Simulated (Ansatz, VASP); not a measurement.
One calculation of In, two programs

```
In
1.0
     0.00000    3.30805    3.30805
     3.30805    0.00000    3.30805
     3.30805    3.30805    0.00000
In
2
Direct
  0.00000 0.00000 0.00000
  0.25000 0.25000 0.25000
```

Alike in both runs: functional r2SCAN; k mesh 14 × 14 × 14; occupations gaussian, width 0.1 eV; no spin polarisation.

Ansatz relaxed the structure, and its values are those at the end. VASP's run is a single point on that final structure, the one shown.

```csv
,VASP,Ansatz
version,VASP 6.6.1,Ansatz 0.2.0
potentials or method,"VASP PAW PBE potentials, release 64 (In_d), cutoff 520 eV","scalar-relativistic, plane waves, PAW"
valence electrons in the cell,26,26
```

```tsv
	VASP	Ansatz	Ansatz less VASP
gap on the k mesh at the Fermi level (eV)	none	none	-
pressure (GPa)	0.0	0.0	+0.02
```

VASP's potentials were made for PBE, not for r2SCAN. A gap of «none» marks a metal or a gap that the smearing closes. With one functional, cell and mesh, what is left measures potentials, basis and numerics.
